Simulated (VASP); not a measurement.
# TaN (P-6m2) in VASP: settings compared, part 2 of 2

VASP 6.6.1.

## (3) Single point, r2SCAN

This run uses another cell than the first one, of 10.77 Å³/atom.

Contents of POSCAR:

```
TaN
1.0
    2.9359985310      0.0000000000      0.0000000000
   -1.4679992655      2.5426493133      0.0000000000
    0.0000000000      0.0000000000      2.8847543877
Ta N
1 1
Direct
    0.3333333333      0.6666666667      0.5000000000
    0.0000000000      0.0000000000      0.0000000000
```

Contents of INCAR.step1:

```
PREC     = Accurate       # precision mode
ENCUT    = 520            # plane-wave cutoff, eV
ISMEAR   = -1             # smearing method
SIGMA    = 0.02           # smearing width, eV
LREAL    = F              # projectors in reciprocal space
LASPH    = T              # aspherical terms in the spheres
NELM     = 60             # most SCF steps
NBANDS   = 15             # bands
GGA      = PE             # functional
ALGO     = Normal         # electronic algorithm
EDIFF    = 1E-4           # SCF threshold, eV
LWAVE    = T              # write WAVECAR
LCHARG   = F              # write CHGCAR
```

Contents of INCAR.step2:

```
PREC     = Accurate       # precision mode
ENCUT    = 520            # plane-wave cutoff, eV
EDIFF    = 1E-7           # SCF threshold, eV
ISMEAR   = -1             # smearing method
SIGMA    = 0.02           # smearing width, eV
LREAL    = F              # projectors in reciprocal space
LASPH    = T              # aspherical terms in the spheres
NELM     = 60             # most SCF steps
ALGO     = Normal         # electronic algorithm
ISIF     = 2              # what is computed and relaxed
LWAVE    = F              # write WAVECAR
LCHARG   = F              # write CHGCAR
METAGGA  = R2SCAN         # meta-GGA
LMIXTAU  = T            
NBANDS   = 15             # bands
ISTART   = 1
```

Contents of KPOINTS:

```
regular mesh
0
Gamma
  12 12 8
```

Potentials or basis: VASP PAW PBE potentials, release 64 (Ta_pv, N).

Run with:

```console
$ cat potpaw_PBE.64/Ta_pv/POTCAR potpaw_PBE.64/N/POTCAR > POTCAR
$ cp INCAR.step1 INCAR
$ mpirun -np 1 vasp_std > vasp.out
$ cp INCAR.step2 INCAR
$ mpirun -np 1 vasp_std > vasp.out
```

OUTCAR:

```text
PREC = Accurate
   ENCUT = 520
   EDIFF = 1E-7
   ISMEAR = -1
   LREAL = F
   LASPH = T
   NELM = 60
   ISIF = 2
   METAGGA = R2SCAN
   ISTART = 1

 ion  position               nearest neighbor table
   1  0.333  0.667  0.500-   2 2.23   2 2.23   2 2.23   2 2.23   2 2.23   2 2.23
   2  0.000  0.000  0.000-   1 2.23   1 2.23   1 2.23   1 2.23   1 2.23   1 2.23

  LATTYP: Found a hexagonal cell.
 ALAT       =     2.9359985310
 C/A-ratio  =     0.9825462640

  Lattice vectors:

 A1 = (   2.9359985310,   0.0000000000,   0.0000000000)
 A2 = (  -1.4679992655,   2.5426493133,   0.0000000000)
 A3 = (   0.0000000000,   0.0000000000,   2.8847543877)

Analysis of symmetry for initial positions (statically):
=====================================================================
 Subroutine PRICEL returns:
 Original cell was already a primitive cell.

 Routine SETGRP: Setting up the symmetry group for a
 hexagonal supercell.

 Subroutine GETGRP returns: Found 12 space group operations
 (whereof 12 operations were pure point group operations)
 out of a pool of 24 trial point group operations.

The static configuration has the point symmetry D_3h.

Analysis of symmetry for dynamics (positions and initial velocities):
=====================================================================
 Subroutine PRICEL returns:
 Original cell was already a primitive cell.

 Routine SETGRP: Setting up the symmetry group for a
 hexagonal supercell.

 Subroutine GETGRP returns: Found 12 space group operations
 (whereof 12 operations were pure point group operations)
 out of a pool of 24 trial point group operations.

The dynamic configuration has the point symmetry D_3h.

 Subroutine INISYM returns: Found 12 space group operations
 (whereof 12 operations are pure point group operations),
 and found     1 'primitive' translations

----------------------------------------------------------------------------------------

[... 121 lines left out ...]
   LEPSILON=     F    determine dielectric tensor
   LRPA    =     F    only Hartree local field effects (RPA)
 non-spin polarized calculation
  energy-cutoff  :      520.00
  volume of cell :       21.54
 maximum number of plane-waves:       599
 NGX is ok and might be reduce to    24
   NGX = 11   NGY = 11   NGZ = 11

 number of electron      16.0000001 magnetization

 Free energy of the ion-electron system (eV)
  ---------------------------------------------------
  ext. energy  EPLUGINS =         0.00000000
  ---------------------------------------------------
  free energy    TOTEN  =       -60.39549974 eV

  energy without entropy =      -60.39538343  energy(sigma->0) =      -60.39544158

 E-fermi :   8.3050     XC(G=0): -14.3528

 val. band max:        8.2575032158   @ k =   0.3333   0.3333   0.0000
 cond. band min:       8.3245750939   @ k =   0.0000   0.0000   0.3750
 fundamental gap:      0.0670718782
 Fermi energy:         8.3050107640

 k-point     1 :       0.0000    0.0000    0.0000
  band No.  band energies     occupation
      1     -27.9157      2.00000
      2     -27.6520      2.00000
      3     -27.6520      2.00000
      4     -10.5864      2.00000
      5       3.4044      2.00000
      6       3.4044      2.00000
      7       3.8234      2.00000
      8       5.0719      2.00000
      9      10.7304      0.00000
     10      11.9759      0.00000
     11      11.9759      0.00000
     12      12.4567      0.00000
     13      12.4567      0.00000
     14      18.8334      0.00000
[... 401 lines left out ...]
      2     -27.9351      2.00000
      3     -27.8202      2.00000
      4      -8.8195      2.00000
      5       0.3817      2.00000
      6       2.8266      2.00000
      7       4.2291      2.00000
      8       5.5227      2.00000
      9      11.0167      0.00000
     10      11.3158      0.00000
     11      12.9930      0.00000
     12      13.6525      0.00000
     13      16.0701      0.00000
     14      18.8327      0.00000
     15      22.1031      0.00000

 [... further k-points ...]

------------------------ aborting loop because EDIFF is reached ----------------------------------------

  FORCE on cell =-STRESS in cart. coord.  units (eV):
  Direction    XX          YY          ZZ          XY          YZ          ZX
  --------------------------------------------------------------------------------------
  -------------------------------------------------------------------------------------
  Total        0.2075660      0.2075660      0.2402161      0.0000000     -0.0000000      0.0000000
  in kB       15.4424319     15.4424319     17.8715246      0.0000000     -0.0000000      0.0000000
  external PRESSURE =      16.2521295 kB  Pullay stress =       0.0000000 kB

 VOLUME and BASIS-vectors are now :
 -----------------------------------------------------------------------------
  energy-cutoff  :      520.00
  volume of cell :       21.54
      direct lattice vectors                 reciprocal lattice vectors
     2.935998531  0.000000000  0.000000000     0.340599625  0.196645285  0.000000000
    -1.467999266  2.542649313  0.000000000     0.000000000  0.393290571  0.000000000
     0.000000000  0.000000000  2.884754388     0.000000000  0.000000000  0.346649962

 POSITION                                       TOTAL-FORCE (eV/Angst)
 -----------------------------------------------------------------------------------
     -0.00000      1.69510      1.44238         0.000000      0.000000      0.000000
      0.00000      0.00000      0.00000        -0.000000     -0.000000      0.000000
 -----------------------------------------------------------------------------------
    total drift:                                0.000001     -0.000000     -0.000000

  FREE ENERGIE OF THE ION-ELECTRON SYSTEM (eV)
  ---------------------------------------------------
  free  energy   TOTEN  =       -60.3954997406 eV

  energy  without entropy=      -60.3953834285  energy(sigma->0) =      -60.39544158
```

OUTCAR.step1:

```text
PREC = Accurate
   ENCUT = 520
   ISMEAR = -1
   LREAL = F
   LASPH = T
   NELM = 60
[... 652 lines left out ...]
 -----------------------------------------------------------------------------------
     -0.00000      1.69510      1.44238         0.000000      0.000000      0.000000
      0.00000      0.00000      0.00000        -0.000000     -0.000000      0.000000
 -----------------------------------------------------------------------------------
    total drift:                               -0.000000      0.000000     -0.000000

  FREE ENERGIE OF THE ION-ELECTRON SYSTEM (eV)
  ---------------------------------------------------
  free  energy   TOTEN  =       -22.4398448172 eV

  energy  without entropy=      -22.4397121840  energy(sigma->0) =      -22.43977850
```

OSZICAR.step1:

```text
N       E                     dE             d eps       ncg     rms          rms(c)
DAV:   1     0.909198219711E+02    0.90920E+02   -0.88216E+03  2850   0.113E+03
DAV:   2    -0.221129982062E+02   -0.11303E+03   -0.10627E+03  3487   0.305E+02
DAV:   3    -0.249669401833E+02   -0.28539E+01   -0.28403E+01  3158   0.457E+01
DAV:   4    -0.249788849561E+02   -0.11945E-01   -0.11942E-01  3802   0.316E+00
DAV:   5    -0.249789577862E+02   -0.72830E-04   -0.72828E-04  3221   0.229E-01    0.236E+01
DAV:   6    -0.225195400887E+02    0.24594E+01   -0.40361E+00  3683   0.237E+01    0.990E+00
DAV:   7    -0.224679383116E+02    0.51602E-01   -0.61464E-01  3151   0.617E+00    0.697E+00
DAV:   8    -0.224489437019E+02    0.18995E-01   -0.15894E-01  3508   0.339E+00    0.170E+00
DAV:   9    -0.224398394890E+02    0.91042E-02   -0.17709E-02  3214   0.112E+00    0.176E-01
DAV:  10    -0.224399208941E+02   -0.81405E-04   -0.13000E-03  3536   0.399E-01    0.969E-02
DAV:  11    -0.224398448172E+02    0.76077E-04   -0.92195E-05  2108   0.103E-01
   1 F= -.22439845E+02 E0= -.22439779E+02  d E =-.132633E-03
```

Wall time 35 s (1 thread of Intel Xeon 6975P-C (Granite Rapids), shared host); peak memory 0.16 GiB.

What came out:

* Free energy: -60.3955 eV
* Pressure: 1.6 GPa
* Band gap on the k mesh: zero (bands 8 and 9 overlap by 0.19 eV)

Stress tensor (GPa, compression positive):
```
1.54 0.00 0.00
0.00 1.54 0.00
0.00 0.00 1.79
```

Caveat: the PAW data sets were made with another functional, which shifts forces and pressure a little; spin-orbit coupling is left out, which moves the levels of the heavy elements.

The gap in the log of VASP goes by the Fermi energy; the results here count the filled bands.